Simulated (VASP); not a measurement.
# P (Im-3m) in VASP: notebook

P is run at these levels: PBEsol+D4; tasks: single point.

All numbers are computed with VASP 6.6.1; they aren't measurements. Logs are shortened: lines on timing, memory, paths and dates and some standing lists are left out, and cuts for length are marked.

### Step 1. The cell of the first run

The structure is cubic, space group Im-3m (No. 229). The conventional cell has a = 2.482 Å, b = 2.482 Å, c = 2.482 Å, α = 90.00°, β = 90.00°, γ = 90.00°. P (site symmetry m-3m) has 14 P at 2.15 to 2.48 Å within 2.8 Å.

This isn't the form of P at room conditions, which is orthorhombic.

### Step 2. Single point, PBEsol+D4

The input, INCAR:

```
PREC     = Accurate       # precision mode
ENCUT    = 500            # plane-wave cutoff, eV
EDIFF    = 1E-6           # SCF threshold, eV
ISMEAR   = 0              # smearing method
SIGMA    = 0.1            # smearing width, eV
LREAL    = False          # projectors in reciprocal space
LASPH    = True           # aspherical terms in the spheres
NELM     = 120            # most SCF steps
ALGO     = Normal         # electronic algorithm
ISIF     = 2              # what is computed and relaxed
LWAVE    = False          # write WAVECAR
LCHARG   = False          # write CHGCAR
GGA      = PS             # functional
IVDW     = 13             # dispersion correction
NBANDS   = 8              # bands
GGA_COMPAT= False
```

The input, KPOINTS:

```
Automatic mesh
0
Gamma
  8 8 8
```

The input, POSCAR:

```
P
1.0
   -1.2408014864      1.2408014864      1.2408014864
    1.2408014864     -1.2408014864      1.2408014864
    1.2408014864      1.2408014864     -1.2408014864
P
1
Direct
    0.0000000000      0.0000000000      0.0000000000
```

Potentials or basis: VASP PAW PBE potentials, release 64 (P).

Command:

```
$ cat potpaw_PBE.64/P/POTCAR > POTCAR
$ mpirun -np 1 vasp_std > vasp.out
```

OUTCAR:

```text
PREC = Accurate
   ENCUT = 500
   EDIFF = 1E-6
   ISMEAR = 0
   LREAL = False
   LASPH = True
   NELM = 120
   ISIF = 2
   GGA = PS
   IVDW = 13

 ion  position               nearest neighbor table
   1  0.000  0.000  0.000-

  LATTYP: Found a body centered cubic cell.
 ALAT       =     2.4816029728

  Lattice vectors:

 A1 = (  -1.2408014864,   1.2408014864,   1.2408014864)
 A2 = (   1.2408014864,  -1.2408014864,   1.2408014864)
 A3 = (   1.2408014864,   1.2408014864,  -1.2408014864)

Analysis of symmetry for initial positions (statically):
=====================================================================
 Subroutine PRICEL returns:
 Original cell was already a primitive cell.

 Routine SETGRP: Setting up the symmetry group for a
 body centered cubic supercell.

 Subroutine GETGRP returns: Found 48 space group operations
 (whereof 48 operations were pure point group operations)
 out of a pool of 48 trial point group operations.

The static configuration has the point symmetry O_h .

Analysis of symmetry for dynamics (positions and initial velocities):
=====================================================================
 Subroutine PRICEL returns:
 Original cell was already a primitive cell.

 Routine SETGRP: Setting up the symmetry group for a
 body centered cubic supercell.

 Subroutine GETGRP returns: Found 48 space group operations
 (whereof 48 operations were pure point group operations)
 out of a pool of 48 trial point group operations.

The dynamic configuration has the point symmetry O_h .

 Subroutine INISYM returns: Found 48 space group operations
 (whereof 48 operations are pure point group operations),
 and found     1 'primitive' translations

----------------------------------------------------------------------------------------

                                     Primitive cell

  volume of cell :       7.6413

  direct lattice vectors                    reciprocal lattice vectors
    -1.240801486  1.240801486  1.240801486     0.000000000  0.402965346  0.402965346
     1.240801486 -1.240801486  1.240801486     0.402965346  0.000000000  0.402965346
     1.240801486  1.240801486 -1.240801486     0.402965346  0.402965346  0.000000000

  length of vectors
     2.149131217  2.149131217  2.149131217     0.569879057  0.569879057  0.569879057

  position of ions in fractional coordinates (direct lattice)
     0.000000000  0.000000000  0.000000000

  ion indices of the primitive-cell ions
   primitive index   ion index
                 1           1

----------------------------------------------------------------------------------------

 KPOINTS: Automatic mesh
[... 75 lines left out ...]
   ISYM   =      2    0-nonsym 1-usesym 2-fastsym
   POTIM  = 0.5000    time-step for ionic-motion
   TEBEG  =    0.0;   TEEND  =   0.0 temperature during run
   PSTRESS=    0.0 pullay stress
   NELECT =       5.0000    total number of electrons
   NUPDOWN=      -1.0000    fix difference up-down
   EMIN   =  10.00;   EMAX   =-10.00  energy-range for DOS
   EFERMI =   0.00;   METHOD = LEGACY
   ISMEAR =     0;   SIGMA  =   0.10  broadening in eV -4-tet -1-fermi 0-gaus
   EFERMI_NEDOS =   21; number of points for ismear=-14 and -15
   IALGO  =     38    algorithm
   IMIX   =      4    mixing-type and parameters
     AMIX     =   0.40;   BMIX     =  1.00
     AMIX_MAG =   1.60;   BMIX_MAG =  1.00
  volume/ion in A,a.u.               =       7.64        51.57
  Fermi-wavevector in a.u.,A,eV,Ry     =   1.421268  2.685806 27.483791  2.020002
  Thomas-Fermi vector in A             =   2.542095
   LORBIT       =      0    0 simple, 1 ext, 2 COOP (PROOUT), +10 PAW based schemes
   GGA     = PS    functional components
   LHFCALC =     F    Hartree Fock is set to
   AEXX    =    0.0000 exact exchange contribution
   IVDW    =    13    specifies the selected vdW correction
   LEPSILON=     F    determine dielectric tensor
   LRPA    =     F    only Hartree local field effects (RPA)
 non-spin polarized calculation
 Gauss-broadening in eV      SIGMA  =   0.10
  energy-cutoff  :      500.00
  volume of cell :        7.64
 maximum number of plane-waves:       202
   NGX =  7   NGY =  7   NGZ =  7

 number of electron       5.0000000 magnetization

 Free energy of the ion-electron system (eV)
  ---------------------------------------------------
  ext. energy  EPLUGINS =         0.00000000
  ---------------------------------------------------
  free energy    TOTEN  =        -2.78797929 eV

  energy without entropy =       -2.78419590  energy(sigma->0) =       -2.78608760

 E-fermi :  21.6065     XC(G=0): -14.4857

 val. band max:       21.5968012711   @ k =   0.2500   0.1250   0.1250
 cond. band min:      21.9546057715   @ k =  -0.2500   0.2500   0.1250
 fundamental gap:      0.3578045004
 Fermi energy:        21.6065460185

 k-point     1 :       0.0000    0.0000    0.0000
  band No.  band energies     occupation
      1      -3.3232      2.00000
      2      35.4623      0.00000
      3      35.4623      0.00000
      4      35.4623      0.00000
      5      37.3662      0.00000
      6      37.3662      0.00000
      7      37.3662      0.00000
      8      41.2805      0.00000
[... 243 lines left out ...]
 k-point    24 :      -0.3750    0.3750    0.2500
  band No.  band energies     occupation
      1       5.8795      2.00000
      2      16.6754      2.00000
      3      20.3879      2.00000
      4      24.5824      0.00000
      5      28.5204      0.00000
      6      37.7538      0.00000
      7      40.9853      0.00000
      8      46.3340      0.00000

 [... further k-points ...]

------------------------ aborting loop because EDIFF is reached ----------------------------------------

  DFT-D4 for vdW energy calculation

  Edisp (eV):   -0.50030

  FORCE on cell =-STRESS in cart. coord.  units (eV):
  Direction    XX          YY          ZZ          XY          YZ          ZX
  --------------------------------------------------------------------------------------
  -------------------------------------------------------------------------------------
  Total       9.53122     9.53122     9.53122    -0.00000     0.00000    -0.00000
  in kB    1998.44554  1998.44554  1998.44554    -0.00000     0.00000    -0.00000
  external pressure =     1998.45 kB  Pullay stress =        0.00 kB

 VOLUME and BASIS-vectors are now :
 -----------------------------------------------------------------------------
  energy-cutoff  :      500.00
  volume of cell :        7.64
      direct lattice vectors                 reciprocal lattice vectors
    -1.240801486  1.240801486  1.240801486     0.000000000  0.402965346  0.402965346
     1.240801486 -1.240801486  1.240801486     0.402965346  0.000000000  0.402965346
     1.240801486  1.240801486 -1.240801486     0.402965346  0.402965346  0.000000000

 POSITION                                       TOTAL-FORCE (eV/Angst)
 -----------------------------------------------------------------------------------
      0.00000      0.00000      0.00000         0.000000      0.000000      0.000000
 -----------------------------------------------------------------------------------
    total drift:                               -0.000000      0.000000      0.000000

  FREE ENERGIE OF THE ION-ELECTRON SYSTEM (eV)
  ---------------------------------------------------
  free  energy   TOTEN  =        -3.2882840450 eV

  energy  without entropy=       -3.2845006556  energy(sigma->0) =       -3.28639235
```

OSZICAR:

```text
N       E                     dE             d eps       ncg     rms          rms(c)
DAV:   1     0.711168572370E+00    0.71117E+00   -0.25901E+03   552   0.479E+02
DAV:   2    -0.281614944960E+01   -0.35273E+01   -0.34286E+01   672   0.446E+01
DAV:   3    -0.282518504788E+01   -0.90356E-02   -0.90355E-02   504   0.247E+00
DAV:   4    -0.282518863289E+01   -0.35850E-05   -0.35828E-05   728   0.434E-02
DAV:   5    -0.282518863095E+01    0.19420E-08   -0.87573E-10   480   0.193E-04    0.131E+01
DAV:   6    -0.280145116664E+01    0.23737E-01   -0.27051E-03   504   0.343E-01    0.758E+00
DAV:   7    -0.278800659437E+01    0.13445E-01   -0.54832E-03   504   0.491E-01    0.867E-02
DAV:   8    -0.278797939979E+01    0.27195E-04   -0.73669E-06   568   0.240E-02    0.349E-02
DAV:   9    -0.278797929381E+01    0.10599E-06   -0.92614E-07   504   0.692E-03
   1 F= -.32882840E+01 E0= -.32863924E+01  d E =-.378339E-02
```

stdout:

```text
POSCAR found type information on POSCAR P
 POSCAR found :  1 types and       1 ions
 scaLAPACK will be used
 -----------------------------------------------------------------------------
|                                                                             |
|                                                                             |
|     You enforced a specific xc type in the INCAR file but a different       |
|     I HOPE YOU KNOW WHAT YOU ARE DOING!                                     |
|                                                                             |
 -----------------------------------------------------------------------------

 LDA part: xc-table for (Slater+PW92), standard interpolation
 POSCAR, INCAR and KPOINTS ok, starting setup
 FFT: planning ... GRIDC
 FFT: planning ... GRID_SOFT
 FFT: planning ... GRID
 WAVECAR not read
 entering main loop
```

Run time: 1.9 s. Hardware: 1 thread of Intel Xeon 6975P-C (Granite Rapids), shared host; peak memory 0.11 GiB.

Results:

```
Free energy                : -3.2883 eV
Pressure                   : 199.8 GPa
Band gap on the k mesh     : zero (an odd number of electrons rules out a gap without spin polarisation)
Dispersion energy per atom : -0.500 eV
```

Caveat: the k points lie up to 0.45 Å⁻¹ apart, too coarse for converged energies and pressures of a metal; the PAW data sets were made with another functional, which shifts forces and pressure a little.

### Step 3. Single point, PBEsol+D4

This run uses another cell than the first one, of 16.75 Å³/atom.

The input, INCAR:

```
SYSTEM = P
ALGO = Normal
EDIFF = 1E-6
ENCUT = 500
GGA = PS
GGA_COMPAT = .False.
ISIF = 2
ISMEAR = 0
IVDW = 13
LASPH = .True.
LCHARG = .False.
LREAL = .False.
LWAVE = .False.
NBANDS = 8
NELM = 120
PREC = Accurate
SIGMA = 0.1
```

The input, KPOINTS:

```
k-points
0
Gamma
  8 8 8
  0 0 0
```

The input, POSCAR:

```
P
1.0
   -1.6117973500      1.6117973500      1.6117973500
    1.6117973500     -1.6117973500      1.6117973500
    1.6117973500      1.6117973500     -1.6117973500
P
1
Direct
    0.0000000000      0.0000000000      0.0000000000
```

Potentials or basis: VASP PAW PBE potentials, release 64 (P).

Command:

```
$ cat potpaw_PBE.64/P/POTCAR > POTCAR
$ mpirun -np 1 vasp_std > vasp.out
```

OUTCAR:

```text
SYSTEM = P
   EDIFF = 1E-6
   ENCUT = 500
   GGA = PS
   ISIF = 2
   ISMEAR = 0
   IVDW = 13
   LASPH = .True.
   LREAL = .False.
   NELM = 120
   PREC = Accurate

 ion  position               nearest neighbor table
   1  0.000  0.000  0.000-

  LATTYP: Found a body centered cubic cell.
 ALAT       =     3.2235947000

  Lattice vectors:

 A1 = (  -1.6117973500,   1.6117973500,   1.6117973500)
 A2 = (   1.6117973500,  -1.6117973500,   1.6117973500)
 A3 = (   1.6117973500,   1.6117973500,  -1.6117973500)

Analysis of symmetry for initial positions (statically):
=====================================================================
 Subroutine PRICEL returns:
 Original cell was already a primitive cell.

 Routine SETGRP: Setting up the symmetry group for a
 body centered cubic supercell.

 Subroutine GETGRP returns: Found 48 space group operations
 (whereof 48 operations were pure point group operations)
 out of a pool of 48 trial point group operations.

The static configuration has the point symmetry O_h .

Analysis of symmetry for dynamics (positions and initial velocities):
=====================================================================
 Subroutine PRICEL returns:
 Original cell was already a primitive cell.

 Routine SETGRP: Setting up the symmetry group for a
 body centered cubic supercell.

 Subroutine GETGRP returns: Found 48 space group operations
 (whereof 48 operations were pure point group operations)
 out of a pool of 48 trial point group operations.

The dynamic configuration has the point symmetry O_h .

 Subroutine INISYM returns: Found 48 space group operations
 (whereof 48 operations are pure point group operations),
 and found     1 'primitive' translations

----------------------------------------------------------------------------------------

                                     Primitive cell
[... 109 lines left out ...]
     AMIX_MAG =   1.60;   BMIX_MAG =  1.00
  volume/ion in A,a.u.               =      16.75       113.03
  Fermi-wavevector in a.u.,A,eV,Ry     =   1.094127  2.067600 16.287723  1.197114
  Thomas-Fermi vector in A             =   2.230426
   LORBIT       =      0    0 simple, 1 ext, 2 COOP (PROOUT), +10 PAW based schemes
   GGA     = PS    functional components
   LHFCALC =     F    Hartree Fock is set to
   AEXX    =    0.0000 exact exchange contribution
   IVDW    =    13    specifies the selected vdW correction
   LEPSILON=     F    determine dielectric tensor
   LRPA    =     F    only Hartree local field effects (RPA)
 non-spin polarized calculation
 Gauss-broadening in eV      SIGMA  =   0.10
  energy-cutoff  :      500.00
  volume of cell :       16.75
 maximum number of plane-waves:       436
   NGX = 11   NGY = 11   NGZ = 11

 number of electron       5.0000002 magnetization

 Free energy of the ion-electron system (eV)
  ---------------------------------------------------
  ext. energy  EPLUGINS =         0.00000000
  ---------------------------------------------------
  free energy    TOTEN  =        -5.03854289 eV

  energy without entropy =       -5.03602823  energy(sigma->0) =       -5.03728556

 E-fermi :   7.6667     XC(G=0): -10.9419

 val. band max:        7.6441427867   @ k =  -0.2500   0.2500   0.1250
 cond. band min:       8.0251640975   @ k =   0.3750   0.1250   0.0000
 fundamental gap:      0.3810213108
 Fermi energy:         7.6666807374

 k-point     1 :       0.0000    0.0000    0.0000
  band No.  band energies     occupation
      1      -7.1292      2.00000
      2      13.4699      0.00000
      3      13.4699      0.00000
      4      13.4699      0.00000
      5      19.3478      0.00000
      6      19.3478      0.00000
      7      19.3478      0.00000
      8      22.8447      0.00000
[... 243 lines left out ...]
 k-point    24 :      -0.3750    0.3750    0.2500
  band No.  band energies     occupation
      1      -2.0078      2.00000
      2       4.8012      2.00000
      3       7.3114      2.00000
      4       8.5465      0.00000
      5      13.8222      0.00000
      6      18.9188      0.00000
      7      21.4578      0.00000
      8      23.2831      0.00000

 [... further k-points ...]

------------------------ aborting loop because EDIFF is reached ----------------------------------------

  DFT-D4 for vdW energy calculation

  Edisp (eV):   -0.24910

  FORCE on cell =-STRESS in cart. coord.  units (eV):
  Direction    XX          YY          ZZ          XY          YZ          ZX
  --------------------------------------------------------------------------------------
  -------------------------------------------------------------------------------------
  Total      -1.85316    -1.85316    -1.85316     0.00000     0.00000     0.00000
  in kB    -177.26847  -177.26847  -177.26847     0.00000     0.00000     0.00000
  external pressure =     -177.27 kB  Pullay stress =        0.00 kB

 VOLUME and BASIS-vectors are now :
 -----------------------------------------------------------------------------
  energy-cutoff  :      500.00
  volume of cell :       16.75
      direct lattice vectors                 reciprocal lattice vectors
    -1.611797350  1.611797350  1.611797350     0.000000000  0.310212695  0.310212695
     1.611797350 -1.611797350  1.611797350     0.310212695  0.000000000  0.310212695
     1.611797350  1.611797350 -1.611797350     0.310212695  0.310212695  0.000000000

 POSITION                                       TOTAL-FORCE (eV/Angst)
 -----------------------------------------------------------------------------------
      0.00000      0.00000      0.00000         0.000000      0.000000      0.000000
 -----------------------------------------------------------------------------------
    total drift:                                0.000000      0.000000     -0.000000

  FREE ENERGIE OF THE ION-ELECTRON SYSTEM (eV)
  ---------------------------------------------------
  free  energy   TOTEN  =        -5.2876453008 eV

  energy  without entropy=       -5.2851306424  energy(sigma->0) =       -5.28638797
```

OSZICAR:

```text
N       E                     dE             d eps       ncg     rms          rms(c)
DAV:   1     0.578737770882E+00    0.57874E+00   -0.20914E+03   464   0.436E+02
DAV:   2    -0.500089742337E+01   -0.55796E+01   -0.53665E+01   696   0.477E+01
DAV:   3    -0.505209644497E+01   -0.51199E-01   -0.51199E-01   504   0.521E+00
DAV:   4    -0.505217368389E+01   -0.77239E-04   -0.77239E-04   800   0.233E-01
DAV:   5    -0.505217371514E+01   -0.31248E-07   -0.31314E-07   520   0.307E-03    0.289E+00
DAV:   6    -0.504226853338E+01    0.99052E-02   -0.81535E-03   488   0.440E-01    0.163E+00
DAV:   7    -0.503852849710E+01    0.37400E-02   -0.12166E-02   536   0.540E-01    0.116E-01
DAV:   8    -0.503854307157E+01   -0.14574E-04   -0.85004E-05   608   0.642E-02    0.174E-02
DAV:   9    -0.503854288772E+01    0.18385E-06   -0.62401E-07   608   0.681E-03
   1 F= -.52876453E+01 E0= -.52863880E+01  d E =-.251466E-02
```

stdout:

```text
POSCAR found type information on POSCAR P
 POSCAR found :  1 types and       1 ions
 scaLAPACK will be used
 -----------------------------------------------------------------------------
|                                                                             |
|                                                                             |
|     You enforced a specific xc type in the INCAR file but a different       |
|     I HOPE YOU KNOW WHAT YOU ARE DOING!                                     |
|                                                                             |
 -----------------------------------------------------------------------------

 LDA part: xc-table for (Slater+PW92), standard interpolation
 POSCAR, INCAR and KPOINTS ok, starting setup
 FFT: planning ... GRIDC
 FFT: planning ... GRID_SOFT
 FFT: planning ... GRID
 WAVECAR not read
 entering main loop
```

Run time: 1.6 s. Hardware: 1 thread of Intel Xeon 6975P-C (Granite Rapids), shared host; peak memory 0.12 GiB.

Results:

| Quantity | Value |
| --- | --- |
| Free energy | -5.2876 eV |
| Pressure | -17.7 GPa |
| Band gap on the k mesh | zero (an odd number of electrons rules out a gap without spin polarisation) |
| Dispersion energy per atom | -0.249 eV |

Levels at points of the mesh, in eV from the Fermi level:
```
           k point  band 1  band 2  band 3  band 4  band 5  band 6  band 7  band 8
(0.00, 0.00, 0.00)  -14.80    5.80    5.80    5.80   11.68   11.68   11.68   15.18
(0.50, 0.00, 0.00)   -9.50   -6.61    2.00    4.45    7.58    7.69   17.96   18.22
(0.50, 0.50, 0.50)   -5.18   -2.18   -2.18   -2.18    3.14    3.14   21.83   21.83
```

Caveat: the cell stands under tension; the PAW data sets were made with another functional, which shifts forces and pressure a little.

[end of part 1 of 2]
